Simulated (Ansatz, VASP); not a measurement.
# Si: VASP beside Ansatz

The input INCAR:

```
  PREC = Accurate
  ENCUT = 520
  EDIFF = 1E-6
  ISMEAR = 0
  SIGMA = 0.15
  LREAL = F
  LASPH = T
  NELM = 100
  ALGO = Fast
  ISIF = 2
  LWAVE = F
  LCHARG = F
  GGA = PE
  NBANDS = 26
```

File KPOINTS:

```
Automatic mesh
0
Gamma
  10 10 10
```

Contents of POSCAR:

```
Si
1.0
   -3.3261730422      3.3261730422      3.0693924833
    3.3261730422     -3.3261730422      3.0693924833
    3.3261730422      3.3261730422     -3.0693924833
Si
8
Direct
    0.2028545115      0.2028545115      0.2028545115
    0.5000000000      0.0000000000      0.2971454885
    0.2971454885      0.5000000000      0.0000000000
    0.0000000000      0.2971454885      0.5000000000
    0.7971454885      0.7971454885      0.7971454885
    0.5000000000      0.0000000000      0.7028545115
    0.7028545115      0.5000000000      0.0000000000
    0.0000000000      0.7028545115      0.5000000000
```

Input for Ansatz:

```yaml
crystal:
  lattice:
    - [-3.3261730422, 3.3261730422, 3.0693924833]
    - [3.3261730422, -3.3261730422, 3.0693924833]
    - [3.3261730422, 3.3261730422, -3.0693924833]
  atoms:
    - { symbol: Si, position: [0.2028545115, 0.2028545115, 0.2028545115] }
    - { symbol: Si, position: [0.5, 0.0, 0.2971454885] }
    - { symbol: Si, position: [0.2971454885, 0.5, 0.0] }
    - { symbol: Si, position: [0.0, 0.2971454885, 0.5] }
    - { symbol: Si, position: [0.7971454885, 0.7971454885, 0.7971454885] }
    - { symbol: Si, position: [0.5, 0.0, 0.7028545115] }
    - { symbol: Si, position: [0.7028545115, 0.5, 0.0] }
    - { symbol: Si, position: [0.0, 0.7028545115, 0.5] }
basis:
  ecutwfc: 420
kpoints:
  mp_grid: { grid: [10, 10, 10] }
hamiltonian:
  xc: pbe
  pseudopotentials: { kind: paw, azcp: { folder: soft_1 } }
scf:
  occupations: { method: gaussian, width: 0.15 }
output:
  forces: true
  stress: true
  eigenvalues: true
```

Alike in both runs: task single point; functional PBE; k mesh 10 × 10 × 10; occupations gaussian, width 0.15 eV; no spin polarisation.

|  | VASP | Ansatz |
| --- | --- | --- |
| version | VASP 6.6.1 | Ansatz 0.2.0 |
| potentials or method | VASP PAW PBE potentials, release 64 (Si), cutoff 520 eV | scalar-relativistic, plane waves, PAW |
| valence electrons in the cell | 32 | 32 |

```tsv
	VASP	Ansatz	Ansatz less VASP
gap on the k mesh at the Fermi level (eV)	none	none	-
pressure (GPa)	9.6	9.7	+0.10
traceless stress, the component that is largest in VASP (GPa)	8.35	8.35	-0.004
rms of the force components (eV/Å)	0.477	0.479	+0.0018
```

Atom by atom the forces differ by 0.002 eV/Å (rms over components). A gap of «none» marks a metal or a gap that the smearing closes. With one functional, cell and mesh, what is left measures potentials, basis and numerics.
